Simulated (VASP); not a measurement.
The system is SiO2.

```xyz
12
Lattice="4.9756 0.0000 0.0000 0.0000 4.9756 0.0000 0.0000 0.0000 6.9009" Properties=species:S:1:pos:R:3 pbc="T T T"
Si    3.9966    3.9966    3.4504
Si    3.4668    1.5088    1.7252
Si    1.5088    3.4668    5.1757
Si    0.9790    0.9790    0.0000
O     3.7902    0.5492    2.9815
O     4.4263    1.1854    0.4690
O     0.5492    3.7902    3.9194
O     1.3024    1.9386    5.6446
O     1.1854    4.4263    6.4319
O     3.6732    3.0370    2.1942
O     1.9386    1.3024    1.2562
O     3.0370    3.6732    4.7067
```

Program: VASP 6.6.1. Alike in all runs: task single point; potentials or basis VASP PAW PBE potentials, release 64 (Si, O); no spin polarisation; cell as given; cutoff (eV) 520; smearing fermi-dirac 0.05 eV.

**Question.** Order these runs on this cell by their pressure, lowest first.
A. level PBEsol; k mesh 6 × 6 × 4
B. level PBE; k mesh 3 × 3 × 3
C. level r2SCAN; k mesh 6 × 6 × 4

**Answer.** C (0.3 GPa), A (2.9 GPa), B (4.9 GPa).

Caveats: some runs use coarse meshes; the PAW data sets were made with another functional, which shifts forces and pressure a little (some runs).
